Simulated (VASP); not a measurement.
A run of VASP 6.6.1:

POSCAR

```
MgO
1.0
    0.0000000000      2.1351500000      2.1351500000
    2.1351500000      0.0000000000      2.1351500000
    2.1351500000      2.1351500000      0.0000000000
Mg O
1 1
Direct
    0.0000000000      0.0000000000      0.0000000000
    0.3594946491      0.3594946491      0.6405053509
```

INCAR.step1

```
SYSTEM = MgO
PREC = Accurate
ENCUT = 520
ISMEAR = 0
SIGMA = 0.05
LREAL = .FALSE.
LASPH = .TRUE.
NELM = 100
NBANDS = 11
GGA = PE
ALGO = Normal
EDIFF = 1E-4
LWAVE = .TRUE.
LCHARG = .FALSE.
```

INCAR.step2

```
SYSTEM = MgO
PREC = Accurate
ENCUT = 520
EDIFF = 1E-6
ISMEAR = 0
SIGMA = 0.05
LREAL = .FALSE.
LASPH = .TRUE.
NELM = 100
ALGO = Normal
ISIF = 2
LWAVE = .FALSE.
LCHARG = .FALSE.
METAGGA = R2SCAN
LMIXTAU = .TRUE.
NBANDS = 11
ISTART = 1
```

The input KPOINTS:

```
regular mesh
0
G
  10 10 10
  0 0 0
```

Potentials or basis: VASP PAW PBE potentials, release 64 (Mg, O).

Command:

```console
$ cat potpaw_PBE.64/Mg/POTCAR potpaw_PBE.64/O/POTCAR > POTCAR
$ cp INCAR.step1 INCAR
$ mpirun -np 1 vasp_std > vasp.out
$ cp INCAR.step2 INCAR
$ mpirun -np 1 vasp_std > vasp.out
```

Hardware: 1 thread of Intel(R) Xeon(R) Platinum 8124M CPU @ 3.00GHz (Skylake/Cascade Lake), with other jobs on the host.

Question: How long does it take, and how much memory?

Answer: Wall time 60 s on 1 thread of Intel(R) Xeon(R) Platinum 8124M CPU @ 3.00GHz (Skylake/Cascade Lake), with other jobs on the host, peak memory 0.16 GiB. Counts: k points 102.
